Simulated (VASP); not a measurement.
Fe, 2 atoms in the cell. The structure is hexagonal, space group P6_3/mmc (No. 194). Conventional cell: a = 2.434 Å, b = 2.434 Å, c = 3.842 Å, α = 90.00°, β = 90.00°, γ = 120.00°. Within 3.1 Å of Fe (site symmetry -6m2) lie 12 Fe at 2.38 to 2.43 Å. This isn't the form of Fe at room conditions, which is bcc.

```yaml
Program: VASP 6.6.1
Task: relaxation of cell and atoms
Functional: RPBE
Dispersion: D3(BJ)
Potentials_or_basis: VASP PAW PBE potentials, release 64 (Fe_sv)
Cutoff: 690 eV
k_mesh: 12 × 12 × 7
Occupations: fermi-dirac, width 0.05 eV
Spin: collinear spin, ferromagnetic start
Starting_moments: "[3.0, 3.0] μB"
Dipole_correction: no
Further_INCAR_settings: ALGO = Normal; EDIFF = 1e-07; IBRION = 2; EDIFFG = -0.01; NSW = 60; ISIF = 3
```

Potentials or basis: VASP PAW PBE potentials, release 64 (Fe_sv).

Command:

```console
$ cat potpaw_PBE.64/Fe_sv/POTCAR > POTCAR
$ mpirun -np 1 vasp_std > vasp.out
```

Hardware: 1 thread of Intel(R) Xeon(R) 6975P-C (Granite Rapids) (shared host).

**Question.** Estimate the wall time of this run.

**Answer.** It took 4.2 min on 1 thread of Intel(R) Xeon(R) 6975P-C (Granite Rapids), with other jobs on the host, peak memory 0.23 GiB. Counts: scf iterations 88, k points 76, ion steps 9.
